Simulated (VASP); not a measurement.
Wanted: the native input for a VASP 6.6.1 run.

```
Task                   : relaxation of the atoms
Functional             : r2SCAN
Potentials or basis    : VASP PAW PBE potentials, release 64 (O)
Cutoff                 : 520 eV
k mesh                 : 1 × 1 × 1
Occupations            : fermi-dirac, width 0.02 eV
Spin                   : collinear spin, ferromagnetic start
Starting moments       : [1.0, 1.0] μB
Dipole correction      : no
Further INCAR settings : ALGO = Normal; EDIFF = 1e-06; IBRION = 2; EDIFFG = -0.02; NSW = 80
```

Molecule: O2, in a box.

```
O
1.0
     9.00000    0.00000    0.00000
     0.00000    9.50000    0.00000
     0.00000    0.00000   10.00000
O
2
Direct
  0.50000 0.50000 0.43850
  0.50000 0.50000 0.56150
```

One way to write it, as run:

POSCAR

```
O
1.0
    9.0000000000      0.0000000000      0.0000000000
    0.0000000000      9.5000000000      0.0000000000
    0.0000000000      0.0000000000     10.0000000000
O
2
Direct
    0.5000000000      0.5000000000      0.4385000000
    0.5000000000      0.5000000000      0.5615000000
```

INCAR.step1

```
SYSTEM = O
  PREC = Accurate
  ENCUT = 520
  ISMEAR = -1
  SIGMA = 0.02
  LREAL = .False.
  LASPH = .True.
  NELM = 150
  ISPIN = 2
  MAGMOM = 1 1
  GGA = PE
  ALGO = Normal
  EDIFF = 1E-4
  LWAVE = .True.
  LCHARG = .False.
```

INCAR.step2

```
SYSTEM = O
  PREC = Accurate
  ENCUT = 520
  EDIFF = 1E-6
  ISMEAR = -1
  SIGMA = 0.02
  LREAL = .False.
  LASPH = .True.
  NELM = 150
  ALGO = Normal
  ISIF = 2
  LWAVE = .False.
  LCHARG = .False.
  ISPIN = 2
  MAGMOM = 1 1
  LORBIT = 11
  METAGGA = R2SCAN
  LMIXTAU = .True.
  IBRION = 2
  NSW = 80
  EDIFFG = -0.02
  ISTART = 1
```

KPOINTS

```
Automatic mesh
0
Gamma
  1 1 1
  0 0 0
```

Potentials or basis: VASP PAW PBE potentials, release 64 (O).

The run is started by

```sh
$ cat potpaw_PBE.64/O/POTCAR > POTCAR
$ cp INCAR.step1 INCAR
$ mpirun -np 1 vasp_gam > vasp.out
$ cp INCAR.step2 INCAR
$ mpirun -np 1 vasp_gam > vasp.out
```

It gave:

```
Energy gained by relaxing                             : 1.2 meV/atom
Ionic steps                                           : 3
Largest force after relaxing                          : 0.010 eV/Å
Gap between the frontier levels                       : 3.44 eV
Net moment                                            : 2.00 μB per cell
Site moments                                          : O +0.83 μB
Valence electrons inside the program's atomic spheres : O 4.92
```

Caveat: the standard files for N, O and F lose accuracy on very short bonds; the PAW data sets were made with another functional, which shifts forces and pressure a little.

It took 24 min on 1 thread of Intel Xeon 8259CL (shared host), peak memory 1.3 GiB.
